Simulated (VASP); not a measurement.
Runs of VASP 6.6.1 on ZrB. The structure is that of space group P6/mmm (No. 191), or close to it. The cells are those of the table. The cell was generated, and may not be a known phase.

| task | spin | cell | k mesh | cutoff (eV) | gap on the mesh (eV) | pressure (GPa) |
| --- | --- | --- | --- | --- | --- | --- |
| single point | off | a = 4.475, b = 4.475, c = 3.704 Å, angles 90.0, 90.0, 120.0°, 6 atoms | 6 × 6 × 6 | 520 | none | 84.2 |
| single point | collinear | a = 5.207, b = 5.207, c = 3.801 Å, angles 90.0, 90.0, 120.0°, 6 atoms | 6 × 6 × 4 | 520 | none | (a) |
| single point | off | a = 5.201, b = 5.201, c = 3.812 Å, angles 90.0, 90.0, 120.0°, 6 atoms | 12 × 12 × 10 | 520 | none | 0.1 |
| single point | off | a = 5.207, b = 5.207, c = 3.801 Å, angles 90.0, 90.0, 120.0°, 6 atoms | 6 × 6 × 6 | 520 | none | 0.2 |
| relaxation of cell and atoms | off | relaxed from a = 4.475, b = 4.475, c = 3.704 Å, angles 90.0, 90.0, 120.0°, 6 atoms | 6 × 6 × 6 | 600 | none | 0.0 |

Alike in all rows: level PBE; potentials or basis VASP PAW PBE potentials, release 64 (Zr_sv, B); smearing gaussian 0.1 eV.

Problem. Estimate the missing entries.

Solution. (a) 0.3.

Caveats: some runs use coarse meshes; the cell stands under pressure (at least some runs).

A k mesh can miss the band edges, and the runs leave out spin-orbit coupling on Zr.

A gap of «none» marks levels without a gap at the run's occupations.
